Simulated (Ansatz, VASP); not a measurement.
**HfB2: VASP beside Ansatz**

```
CELL_PARAMETERS angstrom
3.14000 -0.07850 0.00000
-1.63798 2.75857 0.00000
0.00000 0.00000 3.48000
ATOMIC_POSITIONS crystal
Hf 0.00000 0.00000 0.00000
B 0.33333 0.66667 0.50000
B 0.66667 0.33333 0.50000
```

Alike in both runs: task single point; functional PBE; k mesh 13 × 13 × 10; no spin polarisation.

```csv
,VASP,Ansatz
version,VASP 6.6.1,Ansatz 0.2.0
potentials or method,"VASP PAW PBE potentials, release 64 (Hf_pv, B), cutoff 520 eV","plane waves, PAW"
occupations,"gaussian, width 0.1 eV",gaussian
valence electrons in the cell,16,32
```

VASP gave:

```
pressure (GPa)                                                : 1.6
traceless stress, the component that is largest in VASP (GPa) : 13.55
```

Problem. What did Ansatz give for the same quantities?

Solution. Pressure (GPa): 2.0; traceless stress, the component that is largest in VASP (GPa): 13.47.

VASP's potentials hold 16 valence electrons a cell and Ansatz's 32, so a difference there can come from the potentials and not from the codes.

Neither program's run includes spin-orbit coupling.
